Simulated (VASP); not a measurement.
A run of VASP 6.6.1 is set up as follows.

INCAR

```
PREC = Accurate ; ENCUT = 600
EDIFF = 1E-6 ; ISMEAR = 0
SIGMA = 0.05 ; LREAL = False
LASPH = True ; NELM = 100
ALGO = Normal ; ISIF = 3
LWAVE = False ; LCHARG = False
GGA = PS ; IBRION = 2
NSW = 80 ; EDIFFG = -0.01
```

KPOINTS

```
regular mesh
0
Gamma
  16 16 10
```

File POSCAR:

```
Ti
1.0
    2.9500000000      0.0000000000      0.0000000000
   -1.4750000000      2.5547749412      0.0000000000
    0.0000000000      0.0000000000      4.6846000000
Ti
2
Direct
    0.3333333333      0.6666666667      0.7500000000
    0.6666666667      0.3333333333      0.2500000000
```

Potentials or basis: VASP PAW PBE potentials, release 64 (Ti_sv).

The run is started by

```bash
$ cat potpaw_PBE.64/Ti_sv/POTCAR > POTCAR
$ mpirun -np 1 vasp_std > vasp.out
```

Question: Predict the space group after relaxing (to 0.05 Å).

Answer: P6_3/mmc (No. 194).

Question: What does it give for the band gap on the k mesh?

Answer: Zero (band 12 reaches 9.44 eV, above the bottom of band 13 at 8.36 eV).

Question: Predict the relaxed volume.

Answer: 16.67 Å³/atom.

Final structure:
```
Ti
1.0
     2.89836    0.00000    0.00000
    -1.44918    2.51005    0.00000
     0.00000    0.00000    4.58195
Ti
2
Direct
  0.33333 0.66667 0.75000
  0.66667 0.33333 0.25000
```

Caveat: the PAW data sets were made with another functional, which shifts forces and pressure a little.
